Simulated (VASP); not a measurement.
# Os (P4/mmm) in VASP: notebook

The runs below take Os through single point, with PBE.

Everything below comes from runs of VASP 6.6.1. Logs are shortened: lines on timing, memory, paths and dates and some standing lists are left out, and cuts for length are marked.

### Step 1. The cell of the first run

Symmetry: P4/mmm, No. 123, tetragonal system. Conventional cell: a = 2.627 Å, b = 2.627 Å, c = 2.452 Å, α = 90.00°, β = 90.00°, γ = 90.00°. Within 3.2 Å of Os (site symmetry 4/mmm) lie 6 Os at 2.45 to 2.63 Å.

The cell was built from a structure type or drawn by symmetry, and may not be a known phase.

### Step 2. Single point, PBE

INCAR

```
PREC = Accurate
ENCUT = 520
EDIFF = 1E-6
ISMEAR = 0
SIGMA = 0.1
LREAL = False
LASPH = True
NELM = 60
ALGO = Fast
ISIF = 2
LWAVE = False
LCHARG = False
GGA = PE
NBANDS = 10
```

KPOINTS

```
regular mesh
0
Gamma
  6 6 6
```

POSCAR

```
Os
1.0
    2.6271930395      0.0000000000      0.0000000000
    0.0000000000      2.6271930395      0.0000000000
    0.0000000000      0.0000000000      2.4524314340
Os
1
Direct
    0.0000000000      0.0000000000      0.5000000000
```

Potentials or basis: VASP PAW PBE potentials, release 64 (Os).

The run is started by

```bash
$ cat potpaw_PBE.64/Os/POTCAR > POTCAR
$ mpirun -np 1 vasp_std > vasp.out
```

OUTCAR:

```text
PREC = Accurate
   ENCUT = 520
   EDIFF = 1E-6
   ISMEAR = 0
   LREAL = False
   LASPH = True
   NELM = 60
   ISIF = 2
   GGA = PE

 ion  position               nearest neighbor table
   1  0.000  0.000  0.500-

  LATTYP: Found a simple tetragonal cell.
 ALAT       =     2.6271930395
 C/A-ratio  =     0.9334797242

  Lattice vectors:

 A1 = (   2.6271930395,   0.0000000000,   0.0000000000)
 A2 = (   0.0000000000,   2.6271930395,   0.0000000000)
 A3 = (   0.0000000000,   0.0000000000,   2.4524314340)

Analysis of symmetry for initial positions (statically):
=====================================================================
 Subroutine PRICEL returns:
 Original cell was already a primitive cell.

 Routine SETGRP: Setting up the symmetry group for a
 simple tetragonal supercell.

 Subroutine GETGRP returns: Found 16 space group operations
 (whereof 16 operations were pure point group operations)
 out of a pool of 16 trial point group operations.

The static configuration has the point symmetry D_4h.

Analysis of symmetry for dynamics (positions and initial velocities):
=====================================================================
 Subroutine PRICEL returns:
 Original cell was already a primitive cell.

 Routine SETGRP: Setting up the symmetry group for a
 simple tetragonal supercell.

 Subroutine GETGRP returns: Found 16 space group operations
 (whereof 16 operations were pure point group operations)
 out of a pool of 16 trial point group operations.

The dynamic configuration has the point symmetry D_4h.

 Subroutine INISYM returns: Found 16 space group operations
 (whereof 16 operations are pure point group operations),
 and found     1 'primitive' translations

----------------------------------------------------------------------------------------

                                     Primitive cell

  volume of cell :      16.9270

  direct lattice vectors                    reciprocal lattice vectors
     2.627193039  0.000000000  0.000000000     0.380634382  0.000000000  0.000000000
     0.000000000  2.627193039  0.000000000     0.000000000  0.380634382  0.000000000
     0.000000000  0.000000000  2.452431434     0.000000000  0.000000000  0.407758597

  length of vectors
     2.627193039  2.627193039  2.452431434     0.380634382  0.380634382  0.407758597

  position of ions in fractional coordinates (direct lattice)
     0.000000000  0.000000000  0.500000000

  ion indices of the primitive-cell ions
   primitive index   ion index
                 1           1

----------------------------------------------------------------------------------------

 KPOINTS: regular mesh

Automatic generation of k-mesh.
 Grid dimensions read from file:
 generate k-points for:    6    6    6

 Generating k-lattice:

  Cartesian coordinates                     Fractional coordinates (reciprocal lattice)
     0.063439064  0.000000000  0.000000000     0.166666667  0.000000000  0.000000000
     0.000000000  0.063439064  0.000000000     0.000000000  0.166666667  0.000000000
     0.000000000  0.000000000  0.067959766     0.000000000  0.000000000  0.166666667

  Length of vectors
     0.063439064  0.063439064  0.067959766

  Shift w.r.t. Gamma in fractional coordinates (k-lattice)
     0.000000000  0.000000000  0.000000000

 Subroutine IBZKPT returns following result:
 ===========================================

 Found     40 irreducible k-points:

 Following reciprocal coordinates:
            Coordinates               Weight
  0.000000  0.000000  0.000000      1.000000
  0.166667  0.000000  0.000000      4.000000
  0.333333  0.000000  0.000000      4.000000
  0.500000  0.000000  0.000000      2.000000
  0.166667  0.166667  0.000000      4.000000
  0.333333  0.166667  0.000000      8.000000
[... 16 lines left out ...]
  0.333333  0.000000  0.333333      8.000000
  0.500000  0.000000  0.333333      4.000000
 [... further k-points ...]
   k-points           NKPTS =     40   k-points in BZ     NKDIM =     40   number of bands    NBANDS=     10
   number of dos      NEDOS =    301   number of ions     NIONS =      1
   total plane-waves  NPLWV =   7200
   dimension x,y,z NGX =    20 NGY =   20 NGZ =   18
   dimension x,y,z NGXF=    40 NGYF=   40 NGZF=   36
   ions per type =               1
   NGX,Y,Z   is equivalent  to a cutoff of  12.66, 12.66, 12.20 a.u.
   NGXF,Y,Z  is equivalent  to a cutoff of  25.31, 25.31, 24.40 a.u.
 SYSTEM =  unknown system
   PREC   = accura    normal or accurate (medium, high low for compatibility)
   ISTART =      0    job   : 0-new  1-cont  2-samecut
   ICHARG =      2    charge: 1-file 2-atom 10-const
   ISPIN  =      1    spin polarized calculation?
   LNONCOLLINEAR =      F non collinear calculations
   LSORBIT =      F    spin-orbit coupling
   LASPH  =      T    aspherical Exc in radial PAW
   ENCUT  =  520.0 eV  38.22 Ry    6.18 a.u.   4.88  4.88  4.56*2*pi/ulx,y,z
   NELM   =     60;   NELMIN=  2; NELMDL= -5     # of ELM steps
   EDIFF  = 0.1E-05   stopping-criterion for ELM
   LREAL  =      F    real-space projection
   EDIFFG = 0.1E-04   stopping-criterion for IOM
   NSW    =      0    number of steps for IOM
   IBRION =     -1    ionic relax: 0-MD 1-quasi-New 2-CG
   NFREE  =      0    steps in history (QN), initial steepest desc. (CG)
   ISIF   =      2    stress and relaxation
   ISYM   =      2    0-nonsym 1-usesym 2-fastsym
   POTIM  = 0.5000    time-step for ionic-motion
   TEBEG  =    0.0;   TEEND  =   0.0 temperature during run
   PSTRESS=    0.0 pullay stress
   NELECT =       8.0000    total number of electrons
   NUPDOWN=      -1.0000    fix difference up-down
   EMIN   =  10.00;   EMAX   =-10.00  energy-range for DOS
   EFERMI =   0.00;   METHOD = LEGACY
   ISMEAR =     0;   SIGMA  =   0.10  broadening in eV -4-tet -1-fermi 0-gaus
   EFERMI_NEDOS =   21; number of points for ismear=-14 and -15
   IALGO  =     68    algorithm
   IMIX   =      4    mixing-type and parameters
     AMIX     =   0.40;   BMIX     =  1.00
     AMIX_MAG =   1.60;   BMIX_MAG =  1.00
  volume/ion in A,a.u.               =      16.93       114.23
  Fermi-wavevector in a.u.,A,eV,Ry     =   1.275199  2.409776 22.124867  1.626132
  Thomas-Fermi vector in A             =   2.407924
   LORBIT       =      0    0 simple, 1 ext, 2 COOP (PROOUT), +10 PAW based schemes
   GGA     = PE    functional components
   LHFCALC =     F    Hartree Fock is set to
   AEXX    =    0.0000 exact exchange contribution
   IVDW    =     0    specifies the selected vdW correction
   LEPSILON=     F    determine dielectric tensor
   LRPA    =     F    only Hartree local field effects (RPA)
 non-spin polarized calculation
 RMM-DIIS sequential band-by-band and
 Gauss-broadening in eV      SIGMA  =   0.10
  energy-cutoff  :      520.00
  volume of cell :       16.93
 maximum number of plane-waves:       468
 NGX is ok and might be reduce to    20

 number of electron       8.0000001 magnetization

 Free energy of the ion-electron system (eV)
  ---------------------------------------------------
  ext. energy  EPLUGINS =         0.00000000
  ---------------------------------------------------
  free energy    TOTEN  =        -9.52220949 eV

  energy without entropy =       -9.50951452  energy(sigma->0) =       -9.51586200

 E-fermi :   7.2441     XC(G=0): -12.8043

 val. band max:        7.2275960080   @ k =   0.1667   0.0000   0.1667
 cond. band min:       7.2613241051   @ k =   0.3333   0.1667   0.3333
 fundamental gap:      0.0337280971
 Fermi energy:         7.2441228698

 k-point     1 :       0.0000    0.0000    0.0000
  band No.  band energies     occupation
      1      -2.3503      2.00000
      2       0.7782      2.00000
      3       1.3653      2.00000
      4       8.8033      0.00000
      5       9.4171      0.00000
      6       9.4171      0.00000
      7      21.4451      0.00000
      8      21.4451      0.00000
      9      24.4827      0.00000
     10      28.1764      0.00000

 k-point     2 :       0.1667    0.0000    0.0000
  band No.  band energies     occupation
      1      -1.6295      2.00000
      2       1.0330      2.00000
      3       2.0977      2.00000
      4       7.9221      0.00000
      5       8.6688      0.00000
      6       9.4792      0.00000
      7      18.2016      0.00000
      8      22.9582      0.00000
      9      25.8988      0.00000
     10      27.4703      0.00000

 k-point     3 :       0.3333    0.0000    0.0000
  band No.  band energies     occupation
      1      -0.2825      2.00000
      2       1.4658      2.00000
      3       4.2679      2.00000
      4       6.5165      2.00000
      5       7.4207      0.01254
      6       9.6056      0.00000
      7      14.4771      0.00000
      8      24.1126      0.00000
      9      25.9224      0.00000
     10      28.8138      0.00000

 k-point     4 :       0.5000    0.0000    0.0000
  band No.  band energies     occupation
      1       0.3682      2.00000
      2       1.7222      2.00000
      3       5.7042      2.00000
      4       5.9255      2.00000
      5       6.8816      2.00000
      6       9.6699      0.00000
      7      13.1105      0.00000
      8      22.7905      0.00000
      9      27.1449      0.00000
     10      27.6589      0.00000
[... 222 lines left out ...]
 k-point    22 :       0.1667    0.0000    0.3333
  band No.  band energies     occupation
      1       1.0659      2.00000
      2       2.7649      2.00000
      3       4.2214      2.00000
      4       6.1511      2.00000
      5       6.5553      2.00000
      6       8.4134      0.00000
      7      16.8727      0.00000
      8      22.2157      0.00000
      9      24.8129      0.00000
     10      28.3397      0.00000

 k-point    23 :       0.3333    0.0000    0.3333
  band No.  band energies     occupation
      1       1.4591      2.00000
      2       2.4222      2.00000
      3       6.3945      2.00000
      4       6.5438      2.00000
      5       7.1370      1.87037
      6       7.4549      0.00288
      7      16.5058      0.00000
      8      19.9614      0.00000
      9      25.1762      0.00000
     10      29.6798      0.00000

 k-point    24 :       0.5000    0.0000    0.3333
  band No.  band energies     occupation
      1       1.1092      2.00000
      2       2.5511      2.00000
      3       6.5454      2.00000
      4       6.5611      2.00000
      5       7.1222      1.91532
      6      10.8897      0.00000
      7      13.1603      0.00000
      8      21.8263      0.00000
      9      23.1480      0.00000
     10      27.0021      0.00000

 [... further k-points ...]

------------------------ aborting loop because EDIFF is reached ----------------------------------------

  FORCE on cell =-STRESS in cart. coord.  units (eV):
  Direction    XX          YY          ZZ          XY          YZ          ZX
  --------------------------------------------------------------------------------------
  -------------------------------------------------------------------------------------
  Total       -0.0258896     -0.0258896     -0.0307619      0.0000000      0.0000000     -0.0000000
  in kB       -2.4505050     -2.4505050     -2.9116757      0.0000000      0.0000000     -0.0000000
  external PRESSURE =      -2.6042286 kB  Pullay stress =       0.0000000 kB

 VOLUME and BASIS-vectors are now :
 -----------------------------------------------------------------------------
  energy-cutoff  :      520.00
  volume of cell :       16.93
      direct lattice vectors                 reciprocal lattice vectors
     2.627193039  0.000000000  0.000000000     0.380634382  0.000000000  0.000000000
     0.000000000  2.627193039  0.000000000     0.000000000  0.380634382  0.000000000
     0.000000000  0.000000000  2.452431434     0.000000000  0.000000000  0.407758597

 POSITION                                       TOTAL-FORCE (eV/Angst)
 -----------------------------------------------------------------------------------
      0.00000      0.00000      1.22622         0.000000      0.000000      0.000000
 -----------------------------------------------------------------------------------
    total drift:                               -0.000000      0.000000      0.000000

  FREE ENERGIE OF THE ION-ELECTRON SYSTEM (eV)
  ---------------------------------------------------
  free  energy   TOTEN  =        -9.5222094855 eV

  energy  without entropy=       -9.5095145205  energy(sigma->0) =       -9.51586200
```

Wall time 2.9 s (1 thread of Intel Xeon 6975P-C (Granite Rapids), shared host); peak memory 0.12 GiB.

Results:

* Free energy: -9.5222 eV
* Pressure: -0.3 GPa
* Band gap on the k mesh: zero (bands 4 and 5 overlap by 5.23 eV)

Levels at points of the mesh, in eV from the Fermi level:
```
           k point  band 1  band 2  band 3  band 4  band 5  band 6  band 7  band 8
(0.00, 0.00, 0.00)   -9.59   -6.47   -5.88    1.56    2.17    2.17   14.20   14.20
(0.50, 0.00, 0.00)   -6.88   -5.52   -1.54   -1.32   -0.36    2.43    5.87   15.55
(0.50, 0.50, 0.00)   -6.45   -5.72    0.10    0.10    3.63    3.63    3.65   10.92
(0.00, 0.00, 0.50)   -5.77   -4.72   -2.03   -2.03   -0.87    2.06    8.34   14.78
(0.50, 0.00, 0.50)   -6.99   -4.25   -1.49   -0.45    4.47    4.47    4.66   12.98
(0.50, 0.50, 0.50)   -5.79   -5.79   -4.64    4.02    4.95    8.38   10.71   10.71
```

Caveat: the k points lie up to 0.43 Å⁻¹ apart, too coarse for converged energies and pressures of a metal; spin-orbit coupling is left out, which moves the levels of the heavy elements.

### Step 3. Single point, PBE

This run uses another cell than the first one, of the same volume but with other edges.

INCAR

```
PREC = Accurate
ENCUT = 520
EDIFF = 1E-6
ISMEAR = 0
SIGMA = 0.1
LREAL = F
LASPH = T
NELM = 80
ALGO = Fast
ISIF = 2
LWAVE = F
LCHARG = T
GGA = PE
LELF = T
LVHAR = T
NBANDS = 10
```

KPOINTS

```
regular mesh
0
Gamma
  8 8 4
```

POSCAR

```
Os
1.0
    2.4974163869      0.0000000000      0.0000000000
    0.0000000000      2.4974163869      0.0000000000
    0.0000000000      0.0000000000      2.7123702415
Os
1
Direct
    0.0000000000      0.0000000000      0.5000000000
```

Potentials or basis: VASP PAW PBE potentials, release 64 (Os).

The run is started by

```bash
$ cat potpaw_PBE.64/Os/POTCAR > POTCAR
$ mpirun -np 1 vasp_std > vasp.out
```

Run time: 2.9 s. Hardware: 1 thread of Intel Xeon 6975P-C (Granite Rapids), shared host; peak memory 0.12 GiB.

Results (log left out):

| Quantity | Value |
| --- | --- |
| Free energy | -9.7829 eV |
| Pressure | -0.4 GPa |
| Band gap on the k mesh | zero (bands 4 and 5 overlap by 5.24 eV) |

Stress tensor (GPa, compression positive):
```
-0.34  0.00  0.00
 0.00 -0.34  0.00
 0.00  0.00 -0.42
```

Levels at points of the mesh, in eV from the Fermi level:
```
           k point  band 2  band 3  band 4  band 5  band 6  band 7
(0.00, 0.00, 0.00)   -6.20   -5.53    2.07    2.07    2.69   13.15
(0.50, 0.00, 0.00)   -4.49   -1.93   -0.85   -0.81    2.49    7.95
(0.50, 0.50, 0.00)   -3.27   -1.11   -1.11    5.25    5.25    5.34
(0.00, 0.00, 0.50)   -5.69   -1.54   -0.09   -0.09    2.88    5.18
(0.50, 0.00, 0.50)   -4.99   -0.47    0.59    4.04    4.12    4.34
(0.50, 0.50, 0.50)   -4.72   -4.72    4.24    5.45    8.60   11.03
```

Caveat: the k points lie up to 0.58 Å⁻¹ apart, too coarse for converged energies and pressures of a metal; spin-orbit coupling is left out, which moves the levels of the heavy elements.
